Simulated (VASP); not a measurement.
# Al8N: single point with PBE

Slab: Al8N, a slab with vacuum.

```
Al N
1.0
     2.85432    0.00000    0.00000
    -1.42716    2.47192    0.00000
     0.00000    0.00000   33.47606
Al N
8 1
Direct
  0.33333 0.66667 0.11949
  0.00000 0.00000 0.18956
  0.66667 0.33333 0.25964
  0.00000 0.00000 0.32971
  0.33333 0.66667 0.39922
  0.00000 0.00000 0.46965
  0.66667 0.33333 0.54010
  0.00000 0.00000 0.61166
  0.11111 0.88889 0.72129
```

| Property | Result |
| --- | --- |
| Program | VASP 6.6.1 |
| Task | single point |
| Functional | PBE |
| Potentials or basis | VASP PAW PBE potentials, release 64 (Al, N) |
| Cutoff | 520 eV |
| k mesh | 9 × 9 × 1 |
| Occupations | gaussian, width 0.1 eV |
| Spin | no spin polarisation |
| Dipole correction | yes |
| Further INCAR settings | ALGO = Normal; EDIFF = 1e-06; NBANDS = 24 |

```
Largest force : 0.401 eV/Å
```

Forces in eV/Å, atoms in the order of the input:
```
Al   0.000  0.000 -0.085
Al   0.000  0.000  0.035
Al   0.000  0.000  0.001
Al   0.000  0.000 -0.119
Al   0.001 -0.001  0.192
Al  -0.004  0.002 -0.047
Al   0.000  0.000 -0.032
Al   0.015 -0.009  0.401
N   -0.014  0.008 -0.344
```

Levels at points of the mesh, in eV from the Fermi level:
| k point | band 11 | band 12 | band 13 | band 14 | band 15 | band 16 | band 17 | band 18 |
| --- | --- | --- | --- | --- | --- | --- | --- | --- |
| (0.00, 0.00, 0.00) | -2.37 | -1.16 | -0.50 | 1.10 | 1.48 | 1.48 | 2.71 | 3.92 |

Wall time 5.5 min on 1 thread of Intel(R) Xeon(R) Platinum 8259CL CPU @ 2.50GHz (Skylake/Cascade Lake) (shared host), peak memory 0.42 GiB.
